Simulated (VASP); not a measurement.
# SiC (P6_3mc) in VASP: notebook

The runs below take SiC through single point, with PBE.

Everything below comes from runs of VASP 6.6.1. Logs are shortened: lines on timing, memory, paths and dates and some standing lists are left out, and cuts for length are marked.

### Step 1. The cell of the first run

Symmetry: P6_3mc, No. 186, hexagonal system. Conventional cell: a = 3.023 Å, b = 3.023 Å, c = 4.963 Å, α = 90.00°, β = 90.00°, γ = 120.00°. Within 2.5 Å of Si (site symmetry 3m) lie 4 C at 1.85 to 1.87 Å. C (site symmetry 3m) has 4 Si at 1.85 to 1.87 Å within 2.5 Å.

### Step 2. Single point, PBE (volume changed by -5%)

File INCAR:

```
SYSTEM = SiC
  ALGO = Normal
  EDIFF = 1E-7
  ENCUT = 520
  GGA = PE
  ISIF = 2
  ISMEAR = 0
  LASPH = .TRUE.
  LCHARG = .FALSE.
  LREAL = .FALSE.
  LWAVE = .FALSE.
  NBANDS = 16
  NELM = 80
  PREC = Accurate
  SIGMA = 0.01
```

File KPOINTS:

```
k-points
0
G
  6 6 2
  0 0 0
```

File POSCAR:

```
SiC
1.0
    3.0232216488      0.0000000000      0.0000000000
   -1.5116108244      2.6181867491      0.0000000000
    0.0000000000      0.0000000000      4.9625310189
Si C
2 2
Direct
    0.3333333333      0.6666666667      0.4995917782
    0.6666666667      0.3333333333      0.9995917782
    0.3333333333      0.6666666667      0.8754082218
    0.6666666667      0.3333333333      0.3754082218
```

Potentials or basis: VASP PAW PBE potentials, release 64 (Si, C).

On the command line:

```bash
$ cat potpaw_PBE.64/Si/POTCAR potpaw_PBE.64/C/POTCAR > POTCAR
$ mpirun -np 1 vasp_std > vasp.out
```

OUTCAR:

```text
SYSTEM = SiC
   EDIFF = 1E-7
   ENCUT = 520
   GGA = PE
   ISIF = 2
   ISMEAR = 0
   LASPH = .TRUE.
   LREAL = .FALSE.
   NELM = 80
   PREC = Accurate

 ion  position               nearest neighbor table
   1  0.333  0.667  0.500-   4 1.85   4 1.85   4 1.85   3 1.87   2 3.03   2 3.03   2 3.03   2 3.03
                             2 3.03   2 3.03
   2  0.667  0.333  1.000-   3 1.85   3 1.85   3 1.85   4 1.87   1 3.03   1 3.03   1 3.03   1 3.03
                             1 3.03   1 3.03
   3  0.333  0.667  0.875-   2 1.85   2 1.85   2 1.85   1 1.87
   4  0.667  0.333  0.375-   1 1.85   1 1.85   1 1.85   2 1.87

  LATTYP: Found a hexagonal cell.
 ALAT       =     3.0232216488
 C/A-ratio  =     1.6414711177

  Lattice vectors:

 A1 = (   3.0232216488,   0.0000000000,   0.0000000000)
 A2 = (  -1.5116108244,   2.6181867491,   0.0000000000)
 A3 = (   0.0000000000,   0.0000000000,   4.9625310189)

Analysis of symmetry for initial positions (statically):
=====================================================================
 Subroutine PRICEL returns:
 Original cell was already a primitive cell.

 Routine SETGRP: Setting up the symmetry group for a
 hexagonal supercell.

 Subroutine GETGRP returns: Found 12 space group operations
 (whereof  6 operations were pure point group operations)
 out of a pool of 24 trial point group operations.

The static configuration has the point symmetry C_3v.
 The point group associated with its full space group is C_6v.

Analysis of symmetry for dynamics (positions and initial velocities):
=====================================================================
 Subroutine PRICEL returns:
 Original cell was already a primitive cell.

 Routine SETGRP: Setting up the symmetry group for a
 hexagonal supercell.

 Subroutine GETGRP returns: Found 12 space group operations
 (whereof  6 operations were pure point group operations)
 out of a pool of 24 trial point group operations.

The dynamic configuration has the point symmetry C_3v.
 The point group associated with its full space group is C_6v.

 Subroutine INISYM returns: Found 12 space group operations
 (whereof  6 operations are pure point group operations),
 and found     1 'primitive' translations

----------------------------------------------------------------------------------------

                                     Primitive cell

  volume of cell :      39.2802

  direct lattice vectors                    reciprocal lattice vectors
     3.023221649  0.000000000  0.000000000     0.330772969  0.190971863  0.000000000
    -1.511610824  2.618186749  0.000000000     0.000000000  0.381943725  0.000000000
     0.000000000  0.000000000  4.962531019     0.000000000  0.000000000  0.201510075

  length of vectors
     3.023221649  3.023221649  4.962531019     0.381943725  0.381943725  0.201510075

  position of ions in fractional coordinates (direct lattice)
     0.333333333  0.666666667  0.499591778
     0.666666667  0.333333333  0.999591778
     0.333333333  0.666666667  0.875408222
     0.666666667  0.333333333  0.375408222

  ion indices of the primitive-cell ions
   primitive index   ion index
                 1           1
                 2           2
                 3           3
                 4           4

----------------------------------------------------------------------------------------

 KPOINTS: k-points

Automatic generation of k-mesh.
 Grid dimensions read from file:
 generate k-points for:    6    6    2

 Generating k-lattice:

  Cartesian coordinates                     Fractional coordinates (reciprocal lattice)
     0.055128828  0.031828644  0.000000000     0.166666667  0.000000000  0.000000000
     0.000000000  0.063657288  0.000000000     0.000000000  0.166666667  0.000000000
     0.000000000  0.000000000  0.100755038     0.000000000  0.000000000  0.500000000

  Length of vectors
     0.063657288  0.063657288  0.100755038

  Shift w.r.t. Gamma in fractional coordinates (k-lattice)
     0.000000000  0.000000000  0.000000000

 Subroutine IBZKPT returns following result:
 ===========================================

 Found     14 irreducible k-points:

 Following reciprocal coordinates:
            Coordinates               Weight
  0.000000  0.000000  0.000000      1.000000
  0.166667 -0.000000  0.000000      6.000000
  0.333333  0.000000  0.000000      6.000000
  0.500000 -0.000000  0.000000      3.000000
  0.166667  0.166667  0.000000      6.000000
  0.333333  0.166667  0.000000     12.000000
  0.333333  0.333333  0.000000      2.000000
  0.000000  0.000000  0.500000      1.000000
  0.166667 -0.000000  0.500000      6.000000
  0.333333  0.000000  0.500000      6.000000
  0.500000 -0.000000  0.500000      3.000000
  0.166667  0.166667  0.500000      6.000000
  0.333333  0.166667  0.500000     12.000000
  0.333333  0.333333  0.500000      2.000000
   k-points           NKPTS =     14   k-points in BZ     NKDIM =     14   number of bands    NBANDS=     16
   number of dos      NEDOS =    301   number of ions     NIONS =      4
   total plane-waves  NPLWV =  23040
   dimension x,y,z NGX =    24 NGY =   24 NGZ =   40
   dimension x,y,z NGXF=    48 NGYF=   48 NGZF=   80
   ions per type =               2   2
   NGX,Y,Z   is equivalent  to a cutoff of  13.20, 13.20, 13.40 a.u.
   NGXF,Y,Z  is equivalent  to a cutoff of  26.40, 26.40, 26.80 a.u.
 SYSTEM =  SiC
   PREC   = accura    normal or accurate (medium, high low for compatibility)
   ISTART =      0    job   : 0-new  1-cont  2-samecut
   ICHARG =      2    charge: 1-file 2-atom 10-const
   ISPIN  =      1    spin polarized calculation?
   LNONCOLLINEAR =      F non collinear calculations
   LSORBIT =      F    spin-orbit coupling
   LASPH  =      T    aspherical Exc in radial PAW
   ENCUT  =  520.0 eV  38.22 Ry    6.18 a.u.   5.62  5.62  9.23*2*pi/ulx,y,z
   NELM   =     80;   NELMIN=  2; NELMDL= -5     # of ELM steps
   EDIFF  = 0.1E-06   stopping-criterion for ELM
   LREAL  =      F    real-space projection
   EDIFFG = 0.1E-05   stopping-criterion for IOM
   NSW    =      0    number of steps for IOM
   IBRION =     -1    ionic relax: 0-MD 1-quasi-New 2-CG
   NFREE  =      0    steps in history (QN), initial steepest desc. (CG)
   ISIF   =      2    stress and relaxation
   ISYM   =      2    0-nonsym 1-usesym 2-fastsym
   POTIM  = 0.5000    time-step for ionic-motion
   TEBEG  =    0.0;   TEEND  =   0.0 temperature during run
   PSTRESS=    0.0 pullay stress
   NELECT =      16.0000    total number of electrons
   NUPDOWN=      -1.0000    fix difference up-down
   EMIN   =  10.00;   EMAX   =-10.00  energy-range for DOS
   EFERMI =   0.00;   METHOD = LEGACY
   ISMEAR =     0;   SIGMA  =   0.01  broadening in eV -4-tet -1-fermi 0-gaus
   EFERMI_NEDOS =   21; number of points for ismear=-14 and -15
   IALGO  =     38    algorithm
   IMIX   =      4    mixing-type and parameters
     AMIX     =   0.40;   BMIX     =  1.00
     AMIX_MAG =   1.60;   BMIX_MAG =  1.00
  volume/ion in A,a.u.               =       9.82        66.27
  Fermi-wavevector in a.u.,A,eV,Ry     =   1.213548  2.293273 20.037275  1.472698
  Thomas-Fermi vector in A             =   2.348996
   LORBIT       =      0    0 simple, 1 ext, 2 COOP (PROOUT), +10 PAW based schemes
   GGA     = PE    functional components
   LHFCALC =     F    Hartree Fock is set to
   AEXX    =    0.0000 exact exchange contribution
   IVDW    =     0    specifies the selected vdW correction
   LEPSILON=     F    determine dielectric tensor
   LRPA    =     F    only Hartree local field effects (RPA)
 non-spin polarized calculation
 Gauss-broadening in eV      SIGMA  =   0.01
  energy-cutoff  :      520.00
  volume of cell :       39.28
 maximum number of plane-waves:      1099
 NGX is ok and might be reduce to    24
   NGX = 11   NGY = 11   NGZ = 19

 number of electron      15.9999999 magnetization

 Free energy of the ion-electron system (eV)
  ---------------------------------------------------
  ext. energy  EPLUGINS =         0.00000000
  ---------------------------------------------------
  free energy    TOTEN  =       -29.97091590 eV

  energy without entropy =      -29.97091590  energy(sigma->0) =      -29.97091590

 E-fermi :   8.9084     XC(G=0): -11.5759

 val. band max:        8.8627954245   @ k =   0.0000   0.0000   0.0000
 cond. band min:      11.0367837017   @ k =   0.3333   0.3333   0.0000
 fundamental gap:      2.1739882772
 Fermi energy:         8.9083914629

 k-point     1 :       0.0000    0.0000    0.0000
  band No.  band energies     occupation
      1      -7.1288      2.00000
      2      -3.3651      2.00000
      3      -0.1438      2.00000
      4       7.5227      2.00000
      5       7.5227      2.00000
      6       8.7438      2.00000
[... 8 lines left out ...]
     15      18.1858      0.00000
     16      20.5415      0.00000

 k-point     2 :       0.1667   -0.0000    0.0000
  band No.  band energies     occupation
      1      -6.6295      2.00000
      2      -2.9463      2.00000
      3       0.3194      2.00000
      4       5.2920      2.00000
      5       6.8026      2.00000
      6       7.2886      2.00000
[... 8 lines left out ...]
     15      18.7239      0.00000
     16      19.0692      0.00000

 k-point     3 :       0.3333    0.0000    0.0000
  band No.  band energies     occupation
      1      -5.1986      2.00000
      2      -1.9485      2.00000
      3       1.2823      2.00000
      4       2.3703      2.00000
      5       4.4380      2.00000
      6       5.8201      2.00000
[... 8 lines left out ...]
     15      20.1877      0.00000
     16      21.5281      0.00000
[... 172 lines left out ...]
 k-point    13 :       0.3333    0.1667    0.5000
  band No.  band energies     occupation
      1      -2.9084      2.00000
      2      -2.9084      2.00000
      3       1.1866      2.00000
      4       1.1866      2.00000
      5       4.6105      2.00000
      6       4.6105      2.00000
[... 8 lines left out ...]
     15      21.0781      0.00000
     16      21.0781      0.00000

 k-point    14 :       0.3333    0.3333    0.5000
  band No.  band energies     occupation
      1      -2.0832      2.00000
      2      -2.0832      2.00000
      3       0.9492      2.00000
      4       0.9492      2.00000
      5       2.9597      2.00000
      6       2.9597      2.00000
[... 8 lines left out ...]
     15      20.7689      0.00000
     16      20.7689      0.00000

------------------------ aborting loop because EDIFF is reached ----------------------------------------

  FORCE on cell =-STRESS in cart. coord.  units (eV):
  Direction    XX          YY          ZZ          XY          YZ          ZX
  --------------------------------------------------------------------------------------
  -------------------------------------------------------------------------------------
  Total        3.9855757      3.9855757      4.0943969      0.0000000     -0.0000000      0.0000000
  in kB      162.5652817    162.5652816    167.0039262      0.0000000     -0.0000000      0.0000000
  external PRESSURE =     164.0448298 kB  Pullay stress =       0.0000000 kB

 VOLUME and BASIS-vectors are now :
 -----------------------------------------------------------------------------
  energy-cutoff  :      520.00
  volume of cell :       39.28
      direct lattice vectors                 reciprocal lattice vectors
     3.023221649  0.000000000  0.000000000     0.330772969  0.190971863  0.000000000
    -1.511610824  2.618186749  0.000000000     0.000000000  0.381943725  0.000000000
     0.000000000  0.000000000  4.962531019     0.000000000  0.000000000  0.201510075

 POSITION                                       TOTAL-FORCE (eV/Angst)
 -----------------------------------------------------------------------------------
     -0.00000      1.74546      2.47924         0.000000      0.000000     -0.025583
      1.51161      0.87273      4.96051        -0.000000      0.000000     -0.025583
     -0.00000      1.74546      4.34424         0.000000     -0.000000      0.025583
      1.51161      0.87273      1.86297        -0.000000      0.000000      0.025583
 -----------------------------------------------------------------------------------
    total drift:                                0.000000      0.000000     -0.000168

  FREE ENERGIE OF THE ION-ELECTRON SYSTEM (eV)
  ---------------------------------------------------
  free  energy   TOTEN  =       -29.9709159026 eV

  energy  without entropy=      -29.9709159026  energy(sigma->0) =      -29.97091590
```

It took 12 s on 1 thread of Intel Xeon Platinum 8488C (Sapphire Rapids), shared host; peak memory 0.15 GiB.

Results:

- Free energy: -29.9709 eV
- Pressure: 16.4 GPa
- Largest force: 0.026 eV/Å
- Band gap on the k mesh: 2.17 eV, indirect (least direct gap 4.07 eV)

Forces in eV/Å, atoms in the order of the input:
```
Si   0.000  0.000 -0.026
Si   0.000  0.000 -0.026
C    0.000  0.000  0.026
C    0.000  0.000  0.026
```

Stress tensor (GPa, compression positive):
```
16.26  0.00  0.00
 0.00 16.26  0.00
 0.00  0.00 16.70
```

Caveat: the k points lie up to 0.63 Å⁻¹ apart. A k mesh can miss the band edges.

### Step 3. Single point, PBE (volume changed by -10%)

File INCAR:

```
SYSTEM = SiC
PREC = Accurate ; ENCUT = 520
EDIFF = 1E-6 ; ISMEAR = 0
SIGMA = 0.01 ; LREAL = .False.
LASPH = .True. ; NELM = 80
ALGO = Normal ; ISIF = 2
LWAVE = .False. ; LCHARG = .False.
GGA = PE ; NBANDS = 16
```

File KPOINTS:

```
regular mesh
0
Gamma
  6 6 2
  0 0 0
```

File POSCAR:

```
SiC
1.0
    2.9692239632      0.0000000000      0.0000000000
   -1.4846119816      2.5714233816      0.0000000000
    0.0000000000      0.0000000000      4.8738953776
Si C
2 2
Direct
    0.3333333333      0.6666666667      0.4995917782
    0.6666666667      0.3333333333      0.9995917782
    0.3333333333      0.6666666667      0.8754082218
    0.6666666667      0.3333333333      0.3754082218
```

Potentials or basis: VASP PAW PBE potentials, release 64 (Si, C).

On the command line:

```bash
$ cat potpaw_PBE.64/Si/POTCAR potpaw_PBE.64/C/POTCAR > POTCAR
$ mpirun -np 1 vasp_std > vasp.out
```

OUTCAR:

```text
SYSTEM = SiC
   PREC = Accurate
   ENCUT = 520
   EDIFF = 1E-6
   ISMEAR = 0
   LREAL = .False.
   LASPH = .True.
   NELM = 80
   ISIF = 2
   GGA = PE

 ion  position               nearest neighbor table
   1  0.333  0.667  0.500-   4 1.82   4 1.82   4 1.82   3 1.83   2 2.98   2 2.98   2 2.98   2 2.98
                             2 2.98   2 2.98
   2  0.667  0.333  1.000-   3 1.82   3 1.82   3 1.82   4 1.83   1 2.98   1 2.98   1 2.98   1 2.98
                             1 2.98   1 2.98
   3  0.333  0.667  0.875-   2 1.82   2 1.82   2 1.82   1 1.83
   4  0.667  0.333  0.375-   1 1.82   1 1.82   1 1.82   2 1.83

[... 458 lines left out ...]
  -------------------------------------------------------------------------------------
  Total        7.6046360      7.6046360      7.6326256      0.0000000     -0.0000000      0.0000000
  in kB      327.4132602    327.4132602    328.6183364      0.0000000     -0.0000000      0.0000000
  external PRESSURE =     327.8149523 kB  Pullay stress =       0.0000000 kB

 VOLUME and BASIS-vectors are now :
 -----------------------------------------------------------------------------
  energy-cutoff  :      520.00
  volume of cell :       37.21
      direct lattice vectors                 reciprocal lattice vectors
     2.969223963  0.000000000  0.000000000     0.336788337  0.194444837  0.000000000
    -1.484611982  2.571423382  0.000000000     0.000000000  0.388889674  0.000000000
     0.000000000  0.000000000  4.873895378     0.000000000  0.000000000  0.205174696

 POSITION                                       TOTAL-FORCE (eV/Angst)
 -----------------------------------------------------------------------------------
     -0.00000      1.71428      2.43496        -0.000000      0.000000     -0.017697
      1.48461      0.85714      4.87191         0.000000      0.000000     -0.017697
     -0.00000      1.71428      4.26665         0.000000      0.000000      0.017697
      1.48461      0.85714      1.82970        -0.000000     -0.000000      0.017697
 -----------------------------------------------------------------------------------
    total drift:                                0.000000      0.000000     -0.000082

  FREE ENERGIE OF THE ION-ELECTRON SYSTEM (eV)
  ---------------------------------------------------
  free  energy   TOTEN  =       -29.6572275553 eV

  energy  without entropy=      -29.6572275553  energy(sigma->0) =      -29.65722756
```

stdout:

```text
POSCAR found type information on POSCAR SiC
 POSCAR found :  2 types and       4 ions
 scaLAPACK will be used
 LDA part: xc-table for (Slater+PW92), standard interpolation
 POSCAR, INCAR and KPOINTS ok, starting setup
 FFT: planning ... GRIDC
 FFT: planning ... GRID_SOFT
 FFT: planning ... GRID
 WAVECAR not read
 entering main loop
```

Run time: 9 s. Hardware: 1 thread of Intel Xeon Platinum 8488C (Sapphire Rapids), shared host; peak memory 0.14 GiB.

Results:

```
Free energy            : -29.6572 eV
Pressure               : 32.8 GPa
Largest force          : 0.018 eV/Å
Band gap on the k mesh : 2.07 eV, indirect (least direct gap 4.18 eV)
```

Forces on the atoms (eV/Å):
```
Si   0.000  0.000 -0.018
Si   0.000  0.000 -0.018
C    0.000  0.000  0.018
C    0.000  0.000  0.018
```

Levels at points of the mesh, in eV from the valence-band top:
```
           k point  band 6  band 7  band 8  band 9  band 10  band 11
(0.00, 0.00, 0.00)   -0.12    0.00    0.00    5.72     7.30     7.32
(0.50, 0.00, 0.00)   -3.60   -3.54   -1.22    2.95     4.32     7.55
(0.00, 0.00, 0.50)   -0.73   -0.73   -0.73    6.82     6.82     7.94
(0.50, 0.00, 0.50)   -2.59   -2.44   -2.44    3.49     3.49     5.73
```

Caveat: the k points lie up to 0.64 Å⁻¹ apart. A k mesh can miss the band edges.
